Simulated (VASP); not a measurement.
# Li4Nb4O11 (a cell with a defect) in VASP: a series of runs, part 2 of 2

VASP 6.6.1.

## Step 4: Single point, PBEsol

INCAR reads:

```
SYSTEM = Li4Nb4O11
PREC = Accurate
ENCUT = 520
EDIFF = 1E-6
ISMEAR = 0
SIGMA = 0.05
LREAL = Auto
LASPH = .True.
NELM = 80
ALGO = Normal
ISIF = 2
LWAVE = .False.
LCHARG = .False.
GGA = PS
NBANDS = 80
NELECT = 128.0
```

KPOINTS reads:

```
Automatic mesh
0
Gamma
  4 4 4
  0 0 0
```

POSCAR reads:

```
Li4Nb4O11
1.0
    5.1950821957      0.0000000000      0.0000000000
    0.0000000000      2.9993821042     -4.7271664166
    0.0000000000      5.9987642083      4.7271664167
Li Nb O
4 4 11
Direct
    0.0000000000      0.2865432153      0.3567283924
    0.5000000000      0.7865432153      0.8567283924
    0.0000000000      0.7134567847      0.6432716076
    0.5000000000      0.2134567847      0.1432716076
    0.0000000000      0.7111568631      0.1444215685
    0.5000000000      0.2111568631      0.6444215685
    0.0000000000      0.2888431369      0.8555784315
    0.5000000000      0.7888431369      0.3555784315
    0.8020967884      0.0253128181      0.7589912829
    0.3020967884      0.5253128181      0.2589912829
    0.3273039138      0.1547135204      0.8883919851
    0.3705992977      0.8526167320      0.5862951967
    0.8705992977      0.3526167320      0.0862951967
    0.1979032116      0.9746871819      0.2410087171
    0.6979032116      0.4746871819      0.7410087171
    0.1726960862      0.3452864796      0.6116080149
    0.6692339795      0.7685422212      0.1459159018
    0.6294007023      0.1473832680      0.4137048033
    0.1294007023      0.6473832680      0.9137048033
```

Potentials or basis: VASP PAW PBE potentials, release 64 (Li_sv, Nb_sv, O).

Run with:

```
> cat potpaw_PBE.64/Li_sv/POTCAR potpaw_PBE.64/Nb_sv/POTCAR potpaw_PBE.64/O/POTCAR > POTCAR
> mpirun -np 1 vasp_std > vasp.out
```

OUTCAR:

```text
SYSTEM = Li4Nb4O11
   PREC = Accurate
   ENCUT = 520
   EDIFF = 1E-6
   ISMEAR = 0
   LREAL = Auto
   LASPH = .True.
   NELM = 80
   ISIF = 2
   GGA = PS
   NELECT = 128.0

 ion  position               nearest neighbor table
   1  0.000  0.287  0.357-  18 2.14  16 2.14  14 2.14  10 2.24  13 2.24
   2  0.500  0.787  0.857-  19 2.14  15 2.14   9 2.24  11 2.24  12 2.24
   3  0.000  0.713  0.643-  12 2.14   9 2.14  15 2.24  16 2.24  19 2.24
   4  0.500  0.213  0.143-  13 2.14  11 2.14  10 2.14  14 2.24  18 2.24
   5  0.000  0.711  0.144-  17 1.75  14 1.89  19 1.89  10 2.12  13 2.12
   6  0.500  0.211  0.644-  16 1.89  15 1.89  18 1.89  11 2.12   9 2.12  12 2.12
   7  0.000  0.289  0.856-  11 1.89   9 1.89  13 1.89  16 2.12  15 2.12  19 2.12
   8  0.500  0.789  0.356-  17 1.82  10 1.89  12 1.89  14 2.12  18 2.12
   9  0.802  0.025  0.759-   7 1.89   6 2.12   3 2.14   2 2.24
  10  0.302  0.525  0.259-   8 1.89   5 2.12   4 2.14   1 2.24
  11  0.327  0.155  0.888-   7 1.89   6 2.12   4 2.14   2 2.24
  12  0.371  0.853  0.586-   8 1.89   6 2.12   3 2.14   2 2.24
  13  0.871  0.353  0.086-   7 1.89   5 2.12   4 2.14   1 2.24
  14  0.198  0.975  0.241-   5 1.89   8 2.12   1 2.14   4 2.24
  15  0.698  0.475  0.741-   6 1.89   7 2.12   2 2.14   3 2.24
  16  0.173  0.345  0.612-   6 1.89   7 2.12   1 2.14   3 2.24
  17  0.669  0.769  0.146-   5 1.75   8 1.82
  18  0.629  0.147  0.414-   6 1.89   8 2.12   1 2.14   4 2.24
  19  0.129  0.647  0.914-   5 1.89   7 2.12   2 2.14   3 2.24

  LATTYP: Found a simple monoclinic cell.
 ALAT       =     5.5984279344
 B/A-ratio  =     0.9279537500
 C/A-ratio  =     1.3642207161
 COS(beta)  =    -0.1018177164

  Lattice vectors:

 A1 = (   0.0000000000,   2.9993821042,  -4.7271664166)
 A2 = (  -5.1950821957,   0.0000000000,   0.0000000000)
 A3 = (   0.0000000000,   5.9987642083,   4.7271664167)

Analysis of symmetry for initial positions (statically):
=====================================================================
 Subroutine PRICEL returns:
 Original cell was already a primitive cell.

 Routine SETGRP: Setting up the symmetry group for a
 simple monoclinic supercell.

 Subroutine GETGRP returns: Found  1 space group operations
 (whereof  1 operations were pure point group operations)
 out of a pool of  4 trial point group operations.

The static configuration has the point symmetry C_1 .

Analysis of symmetry for dynamics (positions and initial velocities):
=====================================================================
 Subroutine PRICEL returns:
 Original cell was already a primitive cell.

 Routine SETGRP: Setting up the symmetry group for a
 simple monoclinic supercell.

 Subroutine GETGRP returns: Found  1 space group operations
 (whereof  1 operations were pure point group operations)
 out of a pool of  4 trial point group operations.

The dynamic configuration has the point symmetry C_1 .

 Subroutine INISYM returns: Found  1 space group operations
 (whereof  1 operations are pure point group operations),
 and found     1 'primitive' translations

----------------------------------------------------------------------------------------

                                     Primitive cell

  volume of cell :     220.9766

  direct lattice vectors                    reciprocal lattice vectors
     5.195082196  0.000000000  0.000000000     0.192489736  0.000000000  0.000000000
     0.000000000  2.999382104 -4.727166417     0.000000000  0.111134001 -0.141028813
[... 102 lines left out ...]
   number of dos      NEDOS =    301   number of ions     NIONS =     19
   total plane-waves  NPLWV = 100800
   dimension x,y,z NGX =    40 NGY =   42 NGZ =   60
   dimension x,y,z NGXF=    80 NGYF=   84 NGZF=  120
   ions per type =               4   4  11
   NGX,Y,Z   is equivalent  to a cutoff of  12.80, 12.47, 13.06 a.u.
   NGXF,Y,Z  is equivalent  to a cutoff of  25.60, 24.94, 26.12 a.u.
 SYSTEM =  Li4Nb4O11
   PREC   = accura    normal or accurate (medium, high low for compatibility)
   ISTART =      0    job   : 0-new  1-cont  2-samecut
   ICHARG =      2    charge: 1-file 2-atom 10-const
   ISPIN  =      1    spin polarized calculation?
   LNONCOLLINEAR =      F non collinear calculations
   LSORBIT =      F    spin-orbit coupling
   LASPH  =      T    aspherical Exc in radial PAW
   ENCUT  =  520.0 eV  38.22 Ry    6.18 a.u.   9.66 10.41 14.20*2*pi/ulx,y,z
   NELM   =     80;   NELMIN=  2; NELMDL= -5     # of ELM steps
   EDIFF  = 0.1E-05   stopping-criterion for ELM
   LREAL  =      T    real-space projection
   EDIFFG = 0.1E-04   stopping-criterion for IOM
   NSW    =      0    number of steps for IOM
   IBRION =     -1    ionic relax: 0-MD 1-quasi-New 2-CG
   NFREE  =      0    steps in history (QN), initial steepest desc. (CG)
   ISIF   =      2    stress and relaxation
   ISYM   =      2    0-nonsym 1-usesym 2-fastsym
   POTIM  = 0.5000    time-step for ionic-motion
   TEBEG  =    0.0;   TEEND  =   0.0 temperature during run
   PSTRESS=    0.0 pullay stress
   NELECT =     128.0000    total number of electrons
   NUPDOWN=      -1.0000    fix difference up-down
   EMIN   =  10.00;   EMAX   =-10.00  energy-range for DOS
   EFERMI =   0.00;   METHOD = LEGACY
   ISMEAR =     0;   SIGMA  =   0.05  broadening in eV -4-tet -1-fermi 0-gaus
   EFERMI_NEDOS =   21; number of points for ismear=-14 and -15
   IALGO  =     38    algorithm
   IMIX   =      4    mixing-type and parameters
     AMIX     =   0.40;   BMIX     =  1.00
     AMIX_MAG =   1.60;   BMIX_MAG =  1.00
  volume/ion in A,a.u.               =      11.63        78.49
  Fermi-wavevector in a.u.,A,eV,Ry     =   1.364675  2.578863 25.338660  1.862339
  Thomas-Fermi vector in A             =   2.490970
   LORBIT       =      0    0 simple, 1 ext, 2 COOP (PROOUT), +10 PAW based schemes
   GGA     = PS    functional components
   LHFCALC =     F    Hartree Fock is set to
   AEXX    =    0.0000 exact exchange contribution
   IVDW    =     0    specifies the selected vdW correction
   LEPSILON=     F    determine dielectric tensor
   LRPA    =     F    only Hartree local field effects (RPA)
 non-spin polarized calculation
 Gauss-broadening in eV      SIGMA  =   0.05
  energy-cutoff  :      520.00
  volume of cell :      220.98
 maximum number of plane-waves:      5983
 NGX is ok and might be reduce to    40
   NGX = 19   NGY = 21   NGZ = 29

 number of electron     127.9999974 magnetization

 Free energy of the ion-electron system (eV)
  ---------------------------------------------------
  ext. energy  EPLUGINS =         0.00000000
  ---------------------------------------------------
  free energy    TOTEN  =      -164.65641681 eV

  energy without entropy =     -164.65641681  energy(sigma->0) =     -164.65641681

 E-fermi :   3.4912     XC(G=0): -10.3309

 val. band max:        3.1326229785   @ k =   0.0000   0.0000   0.0000
 cond. band min:       4.7520156300   @ k =   0.0000   0.0000   0.0000
 fundamental gap:      1.6193926515
 Fermi energy:         3.4911779975

 k-point     1 :       0.0000    0.0000    0.0000
  band No.  band energies     occupation
      1     -51.8970      2.00000
      2     -51.5265      2.00000
      3     -50.6479      2.00000
      4     -50.5569      2.00000
      5     -39.0550      2.00000
      6     -39.0484      2.00000
[... 1885 lines left out ...]
     75       8.2739      0.00000
     76       8.3785      0.00000

 [... further k-points ...]

 [bands above 76 left out]

------------------------ aborting loop because EDIFF is reached ----------------------------------------

  FORCE on cell =-STRESS in cart. coord.  units (eV):
  Direction    XX          YY          ZZ          XY          YZ          ZX
  --------------------------------------------------------------------------------------
  -------------------------------------------------------------------------------------
  Total       -8.2822046    -16.0503705    -18.4331650     -4.8629959      3.2398142     -2.4941683
  in kB      -60.0496070   -116.3722089   -133.6485117    -35.2588478     23.4900702    -18.0838115
  external PRESSURE =    -103.3567758 kB  Pullay stress =       0.0000000 kB

 VOLUME and BASIS-vectors are now :
 -----------------------------------------------------------------------------
  energy-cutoff  :      520.00
  volume of cell :      220.98
      direct lattice vectors                 reciprocal lattice vectors
     5.195082196  0.000000000  0.000000000     0.192489736  0.000000000  0.000000000
     0.000000000  2.999382104 -4.727166417     0.000000000  0.111134001 -0.141028813
     0.000000000  5.998764208  4.727166417     0.000000000  0.111134001  0.070514406

 POSITION                                       TOTAL-FORCE (eV/Angst)
 -----------------------------------------------------------------------------------
      0.00000      2.99938      0.33178         0.382885     -0.354889      0.659949
      2.59754      7.49846      0.33178        -0.121165     -0.353178     -0.180282
      0.00000      5.99876     -0.33178         0.422650      0.916895      0.547481
      2.59754      1.49969     -0.33178        -0.160735     -0.002794     -0.446558
      0.00000      2.99938     -2.67905         7.412045     -5.325424      0.100024
      2.59754      4.49907      2.04811        -0.419068      1.673865      0.526527
[... 11 lines left out ...]
      3.26979      2.92378      1.25895         0.558978     -1.831837      0.011543
      0.67225      7.42285      1.25895        -0.663388      1.799610      0.007174
 -----------------------------------------------------------------------------------
    total drift:                                0.001217     -0.002237     -0.000626

  FREE ENERGIE OF THE ION-ELECTRON SYSTEM (eV)
  ---------------------------------------------------
  free  energy   TOTEN  =      -164.6564168127 eV

  energy  without entropy=     -164.6564168127  energy(sigma->0) =     -164.65641681
```

Wall time 36 min (1 thread of Intel Xeon 8259CL, shared host); peak memory 0.55 GiB.

What came out:

```
Free energy   : -164.6564 eV
Largest force : 9.127 eV/Å
```

Forces in eV/Å, atoms in the order of the input:
```
Li   0.383 -0.355  0.660
Li  -0.121 -0.353 -0.180
Li   0.423  0.917  0.547
Li  -0.161 -0.003 -0.447
Nb   7.412 -5.325  0.100
Nb  -0.419  1.674  0.527
Nb   0.173 -1.055  0.118
Nb  -6.375  4.121  0.582
O   -0.067 -0.133  0.207
O   -1.059  0.942  0.017
O    0.075 -0.034  0.004
O    0.467 -0.790  0.182
O    0.091  1.464  0.589
O    0.986  0.585  1.065
O    0.099 -0.216 -0.465
O   -0.171  0.028 -0.244
O   -1.632 -1.436 -3.282
O    0.559 -1.832  0.012
O   -0.663  1.800  0.007
```

Levels at points of the mesh, in eV from the Fermi level:
| k point | band 61 | band 62 | band 63 | band 64 | band 65 | band 66 | band 67 | band 68 |
| --- | --- | --- | --- | --- | --- | --- | --- | --- |
| (0.00, 0.00, 0.00) | -0.84 | -0.81 | -0.69 | -0.36 | 1.26 | 2.21 | 2.88 | 3.27 |
| (0.50, 0.00, 0.00) | -0.93 | -0.86 | -0.51 | -0.48 | 1.49 | 2.28 | 2.87 | 3.08 |
| (0.00, 0.50, 0.00) | -0.93 | -0.89 | -0.57 | -0.47 | 1.37 | 2.41 | 2.93 | 3.32 |
| (0.50, 0.50, 0.00) | -0.79 | -0.70 | -0.56 | -0.51 | 1.56 | 2.31 | 2.89 | 3.14 |
| (0.00, 0.00, 0.50) | -0.92 | -0.83 | -0.60 | -0.37 | 1.37 | 2.17 | 2.85 | 3.33 |
| (0.50, 0.00, 0.50) | -0.87 | -0.76 | -0.49 | -0.46 | 1.49 | 2.24 | 2.84 | 3.03 |
| (0.00, 0.50, 0.50) | -0.82 | -0.74 | -0.57 | -0.49 | 1.32 | 2.41 | 2.83 | 3.22 |
| (0.50, 0.50, 0.50) | -0.93 | -0.87 | -0.57 | -0.53 | 1.59 | 2.31 | 2.87 | 3.10 |

Caveat: the cell carries a net charge on a neutralising background, which shifts energy and pressure; the cell differs from its parent crystal (atoms taken out, atom 17 moved 0.167 of the way to it and -0.300 Å across, host rigid); the cell is charged against a uniform background, so pressure and absolute levels hang on convention; the cutoff is under 1.25 times the usual one of these potentials, so pressure, stress and relaxed cells hold a basis-set (Pulay) error; the PAW data sets were made with another functional, which shifts forces and pressure a little.

## Step 5: Single point, PBEsol

INCAR reads:

```
SYSTEM = Li4Nb4O11
PREC     = Accurate       ! precision mode
ENCUT    = 520            ! plane-wave cutoff, eV
EDIFF    = 1E-6           ! SCF threshold, eV
ISMEAR   = 0              ! smearing method
SIGMA    = 0.05           ! smearing width, eV
LREAL    = Auto         
LASPH    = .TRUE.         ! aspherical terms in the spheres
NELM     = 80             ! most SCF steps
ALGO     = Normal         ! electronic algorithm
ISIF     = 2              ! what is computed and relaxed
LWAVE    = .FALSE.        ! write WAVECAR
LCHARG   = .FALSE.        ! write CHGCAR
GGA      = PS             ! functional
NELECT   = 128.0        
NBANDS   = 80             ! bands
```

KPOINTS reads:

```
Automatic mesh
0
G
  4 4 4
  0 0 0
```

POSCAR: that of step 4 with these lines changed.

```diff
@@ -24,3 +24,3 @@
     0.1726960862      0.3452864796      0.6116080149
-    0.6692339795      0.7685422212      0.1459159018
+    0.6399987480      0.7235664751      0.1340839009
     0.6294007023      0.1473832680      0.4137048033
```

Run with:

```
> cat potpaw_PBE.64/Li_sv/POTCAR potpaw_PBE.64/Nb_sv/POTCAR potpaw_PBE.64/O/POTCAR > POTCAR
> mpirun -np 1 vasp_std > vasp.out
```

Run time: 18 min. Hardware: 1 thread of Intel Xeon Platinum 8488C (Sapphire Rapids), shared host; peak memory 0.54 GiB.

Results (log left out):

```yaml
Free_energy: -164.3808 eV
Largest_force: 6.336 eV/Å
```

Forces in eV/Å, atoms in the order of the input:
```
Li   0.394 -0.329  0.606
Li  -0.087 -0.314 -0.101
Li   0.416  0.890  0.525
Li  -0.180  0.006 -0.530
Nb   3.693 -5.038 -0.282
Nb  -0.490  1.816  0.613
Nb   0.044 -0.994  0.246
Nb  -5.279  3.478 -0.416
O   -0.071 -0.148  0.221
O   -2.337  0.953  0.280
O    0.128 -0.059 -0.015
O    0.345 -0.758  0.332
O    0.540  0.988  0.897
O    0.740  0.493  1.041
O    0.109 -0.286 -0.458
O   -0.123  0.025 -0.250
O    2.209 -0.660 -2.833
O    0.660 -2.177 -0.009
O   -0.712  2.114  0.134
```

Levels at points of the mesh, in eV from the Fermi level:
| k point | band 61 | band 62 | band 63 | band 64 | band 65 | band 66 | band 67 | band 68 |
| --- | --- | --- | --- | --- | --- | --- | --- | --- |
| (0.00, 0.00, 0.00) | -0.75 | -0.66 | -0.49 | -0.25 | 1.40 | 2.25 | 3.03 | 3.21 |
| (0.50, 0.00, 0.00) | -0.82 | -0.60 | -0.38 | -0.37 | 1.55 | 2.28 | 3.00 | 3.06 |
| (0.00, 0.50, 0.00) | -0.85 | -0.73 | -0.47 | -0.37 | 1.48 | 2.44 | 3.09 | 3.27 |
| (0.50, 0.50, 0.00) | -0.66 | -0.49 | -0.43 | -0.37 | 1.65 | 2.29 | 3.05 | 3.12 |
| (0.00, 0.00, 0.50) | -0.73 | -0.65 | -0.50 | -0.27 | 1.48 | 2.26 | 2.98 | 3.19 |
| (0.50, 0.00, 0.50) | -0.75 | -0.51 | -0.36 | -0.34 | 1.54 | 2.25 | 2.99 | 3.01 |
| (0.00, 0.50, 0.50) | -0.69 | -0.56 | -0.45 | -0.38 | 1.42 | 2.45 | 2.99 | 3.23 |
| (0.50, 0.50, 0.50) | -0.76 | -0.74 | -0.45 | -0.43 | 1.69 | 2.30 | 3.03 | 3.11 |

Caveat: the cell carries a net charge on a neutralising background, which shifts energy and pressure; the cell differs from its parent crystal (atoms taken out, atom 17 moved 0.167 of the way to it and -0.600 Å across, host rigid); the cell is charged against a uniform background, so pressure and absolute levels hang on convention; the cutoff is under 1.25 times the usual one of these potentials, so pressure, stress and relaxed cells hold a basis-set (Pulay) error; the PAW data sets were made with another functional, which shifts forces and pressure a little.
